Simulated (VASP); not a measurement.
# Se (P4/nmm) in VASP: single point with LDA

Aim: the single point of Se with LDA.

Program: VASP 6.6.1. These are calculated values, not measurements. Logs are shortened: lines on timing, memory, paths and dates and some standing lists are left out, and cuts for length are marked.

### Step 1. The cell of the first run

Symmetry: P4/nmm, No. 129, tetragonal system. The conventional cell has a = 4.178 Å, b = 4.178 Å, c = 5.984 Å, α = 90.00°, β = 90.00°, γ = 90.00°. Within 5.4 Å of Se (site symmetry 4mm) lie 12 Se at 4.12 to 4.30 Å.

### Step 2. Single point, LDA

INCAR reads:

```
ALGO = Normal
EDIFF = 1E-7
ENCUT = 520
GGA = CA
ISIF = 2
ISMEAR = 1
LASPH = T
LCHARG = T
LELF = T
LREAL = F
LVHAR = T
LWAVE = F
NBANDS = 13
NELM = 100
PREC = Accurate
SIGMA = 0.1
```

KPOINTS reads:

```
k-points
0
Gamma
  6 6 4
```

POSCAR reads:

```
Se
1.0
    4.1783570000      0.0000000000      0.0000000000
    0.0000000000      4.1783570000      0.0000000000
    0.0000000000      0.0000000000      5.9844230000
Se
2
Direct
    0.5000000000      0.0000000000      0.2394440000
    0.0000000000      0.5000000000      0.7605560000
```

Potentials or basis: VASP PAW LDA potentials, release 64 (Se).

Launch:

```
$ cat potpaw_LDA.64/Se/POTCAR > POTCAR
$ mpirun -np 1 vasp_std > vasp.out
```

OUTCAR:

```text
EDIFF = 1E-7
   ENCUT = 520
   GGA = CA
   ISIF = 2
   ISMEAR = 1
   LASPH = T
   LREAL = F
   NELM = 100
   PREC = Accurate

 ion  position               nearest neighbor table
   1  0.500  0.000  0.239-
   2  0.000  0.500  0.761-

  LATTYP: Found a simple tetragonal cell.
 ALAT       =     4.1783570000
 C/A-ratio  =     1.4322431042

  Lattice vectors:

 A1 = (   4.1783570000,   0.0000000000,   0.0000000000)
 A2 = (   0.0000000000,   4.1783570000,   0.0000000000)
 A3 = (   0.0000000000,   0.0000000000,   5.9844230000)

Analysis of symmetry for initial positions (statically):
=====================================================================
 Subroutine PRICEL returns:
 Original cell was already a primitive cell.

 Routine SETGRP: Setting up the symmetry group for a
 simple tetragonal supercell.

 Subroutine GETGRP returns: Found 16 space group operations
 (whereof  8 operations were pure point group operations)
 out of a pool of 16 trial point group operations.

The static configuration has the point symmetry D_2d.
 The point group associated with its full space group is D_4h.

Analysis of symmetry for dynamics (positions and initial velocities):
=====================================================================
 Subroutine PRICEL returns:
 Original cell was already a primitive cell.

 Routine SETGRP: Setting up the symmetry group for a
 simple tetragonal supercell.

 Subroutine GETGRP returns: Found 16 space group operations
 (whereof  8 operations were pure point group operations)
 out of a pool of 16 trial point group operations.

The dynamic configuration has the point symmetry D_2d.
 The point group associated with its full space group is D_4h.

 Subroutine INISYM returns: Found 16 space group operations
 (whereof  8 operations are pure point group operations),
 and found     1 'primitive' translations

----------------------------------------------------------------------------------------

                                     Primitive cell

  volume of cell :     104.4800

  direct lattice vectors                    reciprocal lattice vectors
     4.178357000  0.000000000  0.000000000     0.239328521  0.000000000  0.000000000
     0.000000000  4.178357000  0.000000000     0.000000000  0.239328521  0.000000000
     0.000000000  0.000000000  5.984423000     0.000000000  0.000000000  0.167100487

  length of vectors
     4.178357000  4.178357000  5.984423000     0.239328521  0.239328521  0.167100487

  position of ions in fractional coordinates (direct lattice)
     0.500000000  0.000000000  0.239444000
     0.000000000  0.500000000  0.760556000

  ion indices of the primitive-cell ions
   primitive index   ion index
                 1           1
                 2           2

----------------------------------------------------------------------------------------

 KPOINTS: k-points

Automatic generation of k-mesh.
 Grid dimensions read from file:
 generate k-points for:    6    6    4

 Generating k-lattice:

  Cartesian coordinates                     Fractional coordinates (reciprocal lattice)
     0.039888087  0.000000000  0.000000000     0.166666667  0.000000000  0.000000000
     0.000000000  0.039888087  0.000000000     0.000000000  0.166666667  0.000000000
     0.000000000  0.000000000  0.041775122     0.000000000  0.000000000  0.250000000

  Length of vectors
     0.039888087  0.039888087  0.041775122

  Shift w.r.t. Gamma in fractional coordinates (k-lattice)
     0.000000000  0.000000000  0.000000000

 Subroutine IBZKPT returns following result:
 ===========================================

 Found     30 irreducible k-points:

 Following reciprocal coordinates:
            Coordinates               Weight
  0.000000  0.000000  0.000000      1.000000
  0.166667  0.000000  0.000000      4.000000
  0.333333  0.000000  0.000000      4.000000
  0.500000  0.000000  0.000000      2.000000
  0.166667  0.166667  0.000000      4.000000
  0.333333  0.166667  0.000000      8.000000
[... 16 lines left out ...]
  0.333333  0.000000  0.500000      4.000000
  0.500000  0.000000  0.500000      2.000000
 [... further k-points ...]
   k-points           NKPTS =     30   k-points in BZ     NKDIM =     30   number of bands    NBANDS=     13
   number of dos      NEDOS =    301   number of ions     NIONS =      2
   total plane-waves  NPLWV =  49152
   dimension x,y,z NGX =    32 NGY =   32 NGZ =   48
   dimension x,y,z NGXF=    64 NGYF=   64 NGZF=   96
   ions per type =               2
   NGX,Y,Z   is equivalent  to a cutoff of  12.73, 12.73, 13.33 a.u.
   NGXF,Y,Z  is equivalent  to a cutoff of  25.46, 25.46, 26.67 a.u.
 SYSTEM =  unknown system
   PREC   = accura    normal or accurate (medium, high low for compatibility)
   ISTART =      0    job   : 0-new  1-cont  2-samecut
   ICHARG =      2    charge: 1-file 2-atom 10-const
   ISPIN  =      1    spin polarized calculation?
   LNONCOLLINEAR =      F non collinear calculations
   LSORBIT =      F    spin-orbit coupling
   LASPH  =      T    aspherical Exc in radial PAW
   ENCUT  =  520.0 eV  38.22 Ry    6.18 a.u.   7.77  7.77 11.13*2*pi/ulx,y,z
   NELM   =    100;   NELMIN=  2; NELMDL= -5     # of ELM steps
   EDIFF  = 0.1E-06   stopping-criterion for ELM
   LREAL  =      F    real-space projection
   EDIFFG = 0.1E-05   stopping-criterion for IOM
   NSW    =      0    number of steps for IOM
   IBRION =     -1    ionic relax: 0-MD 1-quasi-New 2-CG
   NFREE  =      0    steps in history (QN), initial steepest desc. (CG)
   ISIF   =      2    stress and relaxation
   ISYM   =      2    0-nonsym 1-usesym 2-fastsym
   POTIM  = 0.5000    time-step for ionic-motion
   TEBEG  =    0.0;   TEEND  =   0.0 temperature during run
   PSTRESS=    0.0 pullay stress
   NELECT =      12.0000    total number of electrons
   NUPDOWN=      -1.0000    fix difference up-down
   EMIN   =  10.00;   EMAX   =-10.00  energy-range for DOS
   EFERMI =   0.00;   METHOD = LEGACY
   ISMEAR =     1;   SIGMA  =   0.10  broadening in eV -4-tet -1-fermi 0-gaus
   EFERMI_NEDOS =   21; number of points for ismear=-14 and -15
   IALGO  =     38    algorithm
   IMIX   =      4    mixing-type and parameters
     AMIX     =   0.40;   BMIX     =  1.00
     AMIX_MAG =   1.60;   BMIX_MAG =  1.00
  volume/ion in A,a.u.               =      52.24       352.53
  Fermi-wavevector in a.u.,A,eV,Ry     =   0.795776  1.503798  8.616016  0.633259
  Thomas-Fermi vector in A             =   1.902170
   LORBIT       =      0    0 simple, 1 ext, 2 COOP (PROOUT), +10 PAW based schemes
   GGA     = CA    functional components
   LHFCALC =     F    Hartree Fock is set to
   AEXX    =    0.0000 exact exchange contribution
   IVDW    =     0    specifies the selected vdW correction
   LEPSILON=     F    determine dielectric tensor
   LRPA    =     F    only Hartree local field effects (RPA)
 non-spin polarized calculation
 Methfessel and Paxton  Order N= 1 SIGMA  =   0.10
  energy-cutoff  :      520.00
  volume of cell :      104.48
 maximum number of plane-waves:      2830
 NGX is ok and might be reduce to    32
   NGX = 15   NGY = 15   NGZ = 23

 number of electron      11.9999999 magnetization

 Free energy of the ion-electron system (eV)
  ---------------------------------------------------
  ext. energy  EPLUGINS =         0.00000000
  ---------------------------------------------------
  free energy    TOTEN  =        -2.79465848 eV

  energy without entropy =       -2.79610523  energy(sigma->0) =       -2.79514073

 E-fermi :  -2.3636     XC(G=0):  -7.0078

 val. band max:       -2.3835168702   @ k =   0.3333   0.3333   0.0000
 cond. band min:      -2.3569442384   @ k =   0.3333   0.1667   0.2500
 fundamental gap:      0.0265726318
 Fermi energy:        -2.3635781317

 k-point     1 :       0.0000    0.0000    0.0000
  band No.  band energies     occupation
      1     -13.9799      2.00000
      2     -13.5396      2.00000
      3      -3.8374      2.00000
      4      -2.5565      2.01995
      5      -2.5565      2.01995
      6      -1.8390     -0.00000
      7      -1.8235     -0.00000
      8      -1.8235     -0.00000
      9       2.6355      0.00000
     10       4.0554      0.00000
     11       5.1864      0.00000
     12       8.0987      0.00000
     13       8.1714      0.00000

 k-point     2 :       0.1667    0.0000    0.0000
  band No.  band energies     occupation
      1     -13.9248      2.00000
      2     -13.5390      2.00000
      3      -3.7043      2.00000
      4      -2.8909      2.00000
      5      -2.4816      2.07027
      6      -2.3055      0.17738
      7      -1.9480     -0.00000
      8      -1.8387     -0.00000
      9       3.2653      0.00000
     10       4.4728      0.00000
     11       5.7127      0.00000
     12       7.4634      0.00000
     13       8.2885      0.00000

 k-point     3 :       0.3333    0.0000    0.0000
  band No.  band energies     occupation
      1     -13.7892      2.00000
      2     -13.5610      2.00000
      3      -3.4083      2.00000
      4      -3.3563      2.00000
      5      -3.0664      2.00000
      6      -2.2900      0.05649
      7      -2.2872      0.03988
      8      -1.9089     -0.00000
      9       4.5037      0.00000
     10       5.2588      0.00000
     11       6.4921      0.00000
     12       6.8844      0.00000
     13       7.4555      0.00000

 k-point     4 :       0.5000    0.0000    0.0000
  band No.  band energies     occupation
      1     -13.6461      2.00000
      2     -13.6461      2.00000
      3      -3.5384      2.00000
      4      -3.5384      2.00000
      5      -2.7914      2.00000
      6      -2.7914      2.00000
      7      -2.0687     -0.00025
      8      -2.0687     -0.00025
      9       5.7173      0.00000
     10       5.7173      0.00000
     11       6.3768      0.00000
     12       6.3768      0.00000
     13       7.0408      0.00000

 k-point     5 :       0.1667    0.1667    0.0000
  band No.  band energies     occupation
      1     -13.8730      2.00000
      2     -13.5350      2.00000
      3      -3.5786      2.00000
      4      -2.9422      2.00000
      5      -2.6831      2.00006
      6      -2.5276      2.04240
      7      -2.0378     -0.00004
      8      -2.0269     -0.00002
      9       3.7812      0.00000
     10       4.9370      0.00000
     11       6.1478      0.00000
     12       6.8611      0.00000
     13       8.0711      0.00000
[... 257 lines left out ...]
 k-point    22 :       0.1667    0.0000    0.5000
  band No.  band energies     occupation
      1     -13.7734      2.00000
      2     -13.7000      2.00000
      3      -3.3128      2.00000
      4      -3.2942      2.00000
      5      -2.2446     -0.07052
      6      -2.2352     -0.06993
      7      -2.2034     -0.04598
      8      -2.1166     -0.00265
      9       4.6881      0.00000
     10       4.7947      0.00000
     11       6.4301      0.00000
     12       6.5428      0.00000
     13       7.0902      0.00000

 k-point    23 :       0.3333    0.0000    0.5000
  band No.  band energies     occupation
      1     -13.6958      2.00000
      2     -13.6523      2.00000
      3      -3.8170      2.00000
      4      -3.7947      2.00000
      5      -2.1585     -0.01353
      6      -2.1396     -0.00683
      7      -2.1351     -0.00573
      8      -2.0643     -0.00019
      9       4.5761      0.00000
     10       4.7315      0.00000
     11       7.0201      0.00000
     12       7.1420      0.00000
     13       7.6336      0.00000

 k-point    24 :       0.5000    0.0000    0.5000
  band No.  band energies     occupation
      1     -13.6419      2.00000
      2     -13.6419      2.00000
      3      -4.0412      2.00000
      4      -4.0412      2.00000
      5      -2.0902     -0.00077
      6      -2.0902     -0.00077
      7      -2.0603     -0.00016
      8      -2.0603     -0.00016
      9       4.4512      0.00000
     10       4.4512      0.00000
     11       7.6272      0.00000
     12       7.6272      0.00000
     13       7.7905      0.00000

 [... further k-points ...]
[... 5 lines left out ...]
  --------------------------------------------------------------------------------------
  -------------------------------------------------------------------------------------
  Total       -4.5380391     -4.5380391     -4.5083527      0.0000000      0.0000000      0.0000000
  in kB      -69.5897775    -69.5897775    -69.1345423      0.0000000      0.0000000      0.0000000
  external PRESSURE =     -69.4380324 kB  Pullay stress =       0.0000000 kB

 VOLUME and BASIS-vectors are now :
 -----------------------------------------------------------------------------
  energy-cutoff  :      520.00
  volume of cell :      104.48
      direct lattice vectors                 reciprocal lattice vectors
     4.178357000  0.000000000  0.000000000     0.239328521  0.000000000  0.000000000
     0.000000000  4.178357000  0.000000000     0.000000000  0.239328521  0.000000000
     0.000000000  0.000000000  5.984423000     0.000000000  0.000000000  0.167100487

 POSITION                                       TOTAL-FORCE (eV/Angst)
 -----------------------------------------------------------------------------------
      2.08918      0.00000      1.43293         0.000000      0.000000     -0.264569
      0.00000      2.08918      4.55149         0.000000     -0.000000      0.264569
 -----------------------------------------------------------------------------------
    total drift:                                0.000000      0.000000      0.000000

  FREE ENERGIE OF THE ION-ELECTRON SYSTEM (eV)
  ---------------------------------------------------
  free  energy   TOTEN  =        -2.7946584840 eV

  energy  without entropy=       -2.7961052298  energy(sigma->0) =       -2.79514073
```

Wall time 53 s (1 thread of AMD EPYC 7R43 (Zen 3), shared host); peak memory 0.15 GiB.

What came out:

* Free energy: -2.7947 eV
* Pressure: -6.9 GPa
* Largest force: 0.265 eV/Å
* Band gap on the k mesh: zero (band 6 reaches -1.84 eV, above the bottom of band 7 at -2.70 eV)

Forces on the atoms (eV/Å):
```
Se   0.000  0.000 -0.265
Se   0.000  0.000  0.265
```
